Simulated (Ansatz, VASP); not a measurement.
# Hg: VASP beside Ansatz

```xyz
2
Lattice="3.3426 0.0000 0.0000 -1.6713 2.8948 0.0000 0.0000 0.0000 5.3060" Properties=species:S:1:pos:R:3 pbc="T T T"
Hg    1.6713    0.9649    3.9795
Hg    0.0000    1.9299    1.3265
```

Alike in both runs: task single point; functional PBE; dispersion D3(BJ); k mesh 24 × 24 × 12; occupations gaussian, width 0.15 eV; no spin polarisation.

```csv
,VASP,Ansatz
version,VASP 6.6.1,Ansatz 0.2.0
potentials or method,"VASP PAW PBE potentials, release 64 (Hg), cutoff 520 eV","scalar-relativistic, plane waves, PAW"
valence electrons in the cell,24,40
```

Ansatz gave:

| Quantity | Value |
| --- | --- |
| gap on the k mesh at the Fermi level (eV) | none |
| pressure (GPa) | 0.0 |
| traceless stress, the component that is largest in VASP (GPa) | -0.11 |

Problem. What did VASP give for the same quantities?

Solution. gap on the k mesh at the Fermi level (eV): none; pressure (GPa): 0.2; traceless stress, the component that is largest in VASP (GPa): -0.09.

A gap of «none» marks a metal or a gap that the smearing closes. VASP's potentials hold 24 valence electrons a cell and Ansatz's 40, so a difference there can come from the potentials and not from the codes.

Neither program's run includes spin-orbit coupling.
